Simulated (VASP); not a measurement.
# SnS2 (Berndtite-2T) (P-3m1) in VASP: single point with PBE

Aim: the single point of SnS2 (Berndtite-2T) with PBE.

Everything below comes from runs of VASP 6.6.1. Logs are shortened: lines on timing, memory, paths and dates and some standing lists are left out, and cuts for length are marked.

**1. The cell of the first run**

Symmetry: P-3m1, No. 164, trigonal system. Conventional cell: a = 3.639 Å, b = 3.639 Å, c = 5.868 Å, α = 90.00°, β = 90.00°, γ = 120.00°. Within 3.4 Å of Sn (site symmetry -3m) lie 6 S at 2.56 Å. S (site symmetry 3m) has 3 Sn at 2.56 Å within 3.4 Å.

**2. Single point, PBE**

INCAR reads:

```
  ALGO = Normal
  EDIFF = 1E-6
  ENCUT = 500
  GGA = PE
  GGA_COMPAT = False
  ISIF = 2
  ISMEAR = -1
  LASPH = True
  LCHARG = False
  LREAL = False
  LWAVE = False
  NBANDS = 20
  NELM = 120
  PREC = Accurate
  SIGMA = 0.01
```

KPOINTS reads:

```
k-points
0
Gamma
  2 2 2
```

POSCAR reads:

```
SnS2
1.0
    3.6390000000      0.0000000000      0.0000000000
   -1.8195000000      3.1514664400      0.0000000000
    0.0000000000      0.0000000000      5.8680000000
Sn S
1 2
Direct
    0.0000000000      0.0000000000      0.0000000000
    0.3333333300      0.6666666700      0.2500000000
    0.6666666700      0.3333333300      0.7500000000
```

Potentials or basis: VASP PAW PBE potentials, release 64 (Sn_d, S).

On the command line:

```console
> cat potpaw_PBE.64/Sn_d/POTCAR potpaw_PBE.64/S/POTCAR > POTCAR
> mpirun -np 1 vasp_std > vasp.out
```

OUTCAR:

```text
EDIFF = 1E-6
   ENCUT = 500
   GGA = PE
   ISIF = 2
   ISMEAR = -1
   LASPH = True
   LREAL = False
   NELM = 120
   PREC = Accurate

 ion  position               nearest neighbor table
   1  0.000  0.000  0.000-   2 2.56   3 2.56   2 2.56   3 2.56   3 2.56   2 2.56
   2  0.333  0.667  0.250-   1 2.56   1 2.56   1 2.56
   3  0.667  0.333  0.750-   1 2.56   1 2.56   1 2.56

  LATTYP: Found a hexagonal cell.
 ALAT       =     3.6390000000
 C/A-ratio  =     1.6125309151

  Lattice vectors:

 A1 = (   3.6390000000,   0.0000000000,   0.0000000000)
 A2 = (  -1.8195000000,   3.1514664400,   0.0000000000)
 A3 = (   0.0000000000,   0.0000000000,   5.8680000000)

Analysis of symmetry for initial positions (statically):
=====================================================================
 Subroutine PRICEL returns:
 Original cell was already a primitive cell.

 Routine SETGRP: Setting up the symmetry group for a
 hexagonal supercell.

 Subroutine GETGRP returns: Found 12 space group operations
 (whereof 12 operations were pure point group operations)
 out of a pool of 24 trial point group operations.

The static configuration has the point symmetry D_3d.

Analysis of symmetry for dynamics (positions and initial velocities):
=====================================================================
 Subroutine PRICEL returns:
 Original cell was already a primitive cell.

 Routine SETGRP: Setting up the symmetry group for a
 hexagonal supercell.

 Subroutine GETGRP returns: Found 12 space group operations
 (whereof 12 operations were pure point group operations)
 out of a pool of 24 trial point group operations.

The dynamic configuration has the point symmetry D_3d.

 Subroutine INISYM returns: Found 12 space group operations
 (whereof 12 operations are pure point group operations),
 and found     1 'primitive' translations

----------------------------------------------------------------------------------------

                                     Primitive cell

  volume of cell :      67.2953

  direct lattice vectors                    reciprocal lattice vectors
     3.639000000  0.000000000  0.000000000     0.274800769  0.158656298  0.000000000
[... 59 lines left out ...]
   ISTART =      0    job   : 0-new  1-cont  2-samecut
   ICHARG =      2    charge: 1-file 2-atom 10-const
   ISPIN  =      1    spin polarized calculation?
   LNONCOLLINEAR =      F non collinear calculations
   LSORBIT =      F    spin-orbit coupling
   LASPH  =      T    aspherical Exc in radial PAW
   ENCUT  =  500.0 eV  36.75 Ry    6.06 a.u.   6.63  6.63 10.70*2*pi/ulx,y,z
   NELM   =    120;   NELMIN=  2; NELMDL= -5     # of ELM steps
   EDIFF  = 0.1E-05   stopping-criterion for ELM
   LREAL  =      F    real-space projection
   EDIFFG = 0.1E-04   stopping-criterion for IOM
   NSW    =      0    number of steps for IOM
   IBRION =     -1    ionic relax: 0-MD 1-quasi-New 2-CG
   NFREE  =      0    steps in history (QN), initial steepest desc. (CG)
   ISIF   =      2    stress and relaxation
   ISYM   =      2    0-nonsym 1-usesym 2-fastsym
   POTIM  = 0.5000    time-step for ionic-motion
   TEBEG  =    0.0;   TEEND  =   0.0 temperature during run
   PSTRESS=    0.0 pullay stress
   NELECT =      26.0000    total number of electrons
   NUPDOWN=      -1.0000    fix difference up-down
   EMIN   =  10.00;   EMAX   =-10.00  energy-range for DOS
   EFERMI =   0.00;   METHOD = LEGACY
   ISMEAR =    -1;   SIGMA  =   0.01  broadening in eV -4-tet -1-fermi 0-gaus
   EFERMI_NEDOS =   21; number of points for ismear=-14 and -15
   IALGO  =     38    algorithm
   IMIX   =      4    mixing-type and parameters
     AMIX     =   0.40;   BMIX     =  1.00
     AMIX_MAG =   1.60;   BMIX_MAG =  1.00
  volume/ion in A,a.u.               =      22.43       151.38
  Fermi-wavevector in a.u.,A,eV,Ry     =   1.192352  2.253218 19.343434  1.421702
  Thomas-Fermi vector in A             =   2.328392
   LORBIT       =      0    0 simple, 1 ext, 2 COOP (PROOUT), +10 PAW based schemes
   GGA     = PE    functional components
   LHFCALC =     F    Hartree Fock is set to
   AEXX    =    0.0000 exact exchange contribution
   IVDW    =     0    specifies the selected vdW correction
   LEPSILON=     F    determine dielectric tensor
   LRPA    =     F    only Hartree local field effects (RPA)
 non-spin polarized calculation
  energy-cutoff  :      500.00
  volume of cell :       67.30
 maximum number of plane-waves:      1737
 NGX is ok and might be reduce to    28
   NGX = 13   NGY = 13   NGZ = 21

 number of electron      26.0000007 magnetization

 Free energy of the ion-electron system (eV)
  ---------------------------------------------------
  ext. energy  EPLUGINS =         0.00000000
  ---------------------------------------------------
  free energy    TOTEN  =       -11.59103746 eV

  energy without entropy =      -11.59103746  energy(sigma->0) =      -11.59103746

 E-fermi :   5.2388     XC(G=0):  -9.5868

 val. band max:        4.9378748256   @ k =   0.0000   0.0000   0.0000
 cond. band min:       6.4280221874   @ k =   0.5000  -0.0000   0.5000
 fundamental gap:      1.4901473618
 Fermi energy:         5.2388013880

 k-point     1 :       0.0000    0.0000    0.0000
  band No.  band energies     occupation
      1     -16.2127      2.00000
      2     -16.2070      2.00000
      3     -16.2070      2.00000
      4     -16.1603      2.00000
      5     -16.1603      2.00000
      6      -8.9485      2.00000
[... 81 lines left out ...]
     19      15.6464      0.00000
     20      16.6214      0.00000

------------------------ aborting loop because EDIFF is reached ----------------------------------------

  FORCE on cell =-STRESS in cart. coord.  units (eV):
  Direction    XX          YY          ZZ          XY          YZ          ZX
  --------------------------------------------------------------------------------------
  -------------------------------------------------------------------------------------
  Total        5.8205944      5.8205944     -0.4405196     -0.0000000      0.0000000      0.0000000
  in kB      138.5776123    138.5776119    -10.4879594     -0.0000000      0.0000000      0.0000000
  external PRESSURE =      88.8890883 kB  Pullay stress =       0.0000000 kB

 VOLUME and BASIS-vectors are now :
 -----------------------------------------------------------------------------
  energy-cutoff  :      500.00
  volume of cell :       67.30
      direct lattice vectors                 reciprocal lattice vectors
     3.639000000  0.000000000  0.000000000     0.274800769  0.158656298  0.000000000
    -1.819500000  3.151466440  0.000000000     0.000000000  0.317312597  0.000000000
     0.000000000  0.000000000  5.868000000     0.000000000  0.000000000  0.170415815

 POSITION                                       TOTAL-FORCE (eV/Angst)
 -----------------------------------------------------------------------------------
      0.00000      0.00000      0.00000         0.000000      0.000000     -0.000000
     -0.00000      2.10098      1.46700        -0.000000      0.000000      0.329135
      1.81950      1.05049      4.40100         0.000000     -0.000000     -0.329135
 -----------------------------------------------------------------------------------
    total drift:                                0.000000      0.000000      0.000000

  FREE ENERGIE OF THE ION-ELECTRON SYSTEM (eV)
  ---------------------------------------------------
  free  energy   TOTEN  =       -11.5910374589 eV

  energy  without entropy=      -11.5910374589  energy(sigma->0) =      -11.59103746
```

OSZICAR:

```text
N       E                     dE             d eps       ncg     rms          rms(c)
DAV:   1     0.212708862819E+03    0.21271E+03   -0.12081E+04   164   0.148E+03
DAV:   2     0.134674580041E+02   -0.19924E+03   -0.19083E+03   172   0.400E+02
DAV:   3    -0.112641059575E+02   -0.24732E+02   -0.23939E+02   200   0.118E+02
DAV:   4    -0.122502554381E+02   -0.98615E+00   -0.98362E+00   180   0.243E+01
DAV:   5    -0.122800275257E+02   -0.29772E-01   -0.29770E-01   244   0.442E+00    0.873E+00
DAV:   6    -0.116120105080E+02    0.66802E+00   -0.13175E+00   220   0.115E+01    0.651E+00
DAV:   7    -0.115846169580E+02    0.27394E-01   -0.32162E-01   208   0.335E+00    0.276E+00
DAV:   8    -0.115898221913E+02   -0.52052E-02   -0.29749E-02   212   0.171E+00    0.699E-01
DAV:   9    -0.115909361778E+02   -0.11140E-02   -0.40798E-03   184   0.497E-01    0.167E-01
DAV:  10    -0.115909250366E+02    0.11141E-04   -0.55145E-04   208   0.159E-01    0.707E-02
DAV:  11    -0.115910323080E+02   -0.10727E-03   -0.11738E-04   180   0.771E-02    0.218E-02
DAV:  12    -0.115910338539E+02   -0.15459E-05   -0.36497E-06   204   0.157E-02    0.862E-03
DAV:  13    -0.115910374510E+02   -0.35971E-05   -0.49797E-06   176   0.182E-02    0.275E-03
DAV:  14    -0.115910374589E+02   -0.78903E-08   -0.94836E-08   108   0.245E-03
   1 F= -.11591037E+02 E0= -.11591037E+02  d E =-.662787E-14
```

stdout:

```text
POSCAR found type information on POSCAR SnS
 POSCAR found :  2 types and       3 ions
 scaLAPACK will be used
 LDA part: xc-table for (Slater+PW92), standard interpolation
 POSCAR, INCAR and KPOINTS ok, starting setup
 FFT: planning ... GRIDC
 FFT: planning ... GRID_SOFT
 FFT: planning ... GRID
 WAVECAR not read
 entering main loop
```

Run time: 8.3 s. Hardware: 1 thread of Intel Xeon 6975P-C, shared host; peak memory 0.18 GiB.

What came out:

| Item | Value |
| --- | --- |
| Free energy | -11.5910 eV |
| Pressure | 8.9 GPa |
| Largest force | 0.329 eV/Å |
| Band gap on the k mesh | 1.49 eV, indirect (least direct gap 1.94 eV) |

Forces on the atoms (eV/Å):
```
Sn   0.000  0.000  0.000
S    0.000  0.000  0.329
S    0.000  0.000 -0.329
```

Caveat: the k points lie up to 1.00 Å⁻¹ apart; spin-orbit coupling is left out, which moves the levels of the heavy elements; this functional lacks dispersion, which binds the layers, so the pressure and a relaxed spacing across them are unreliable.
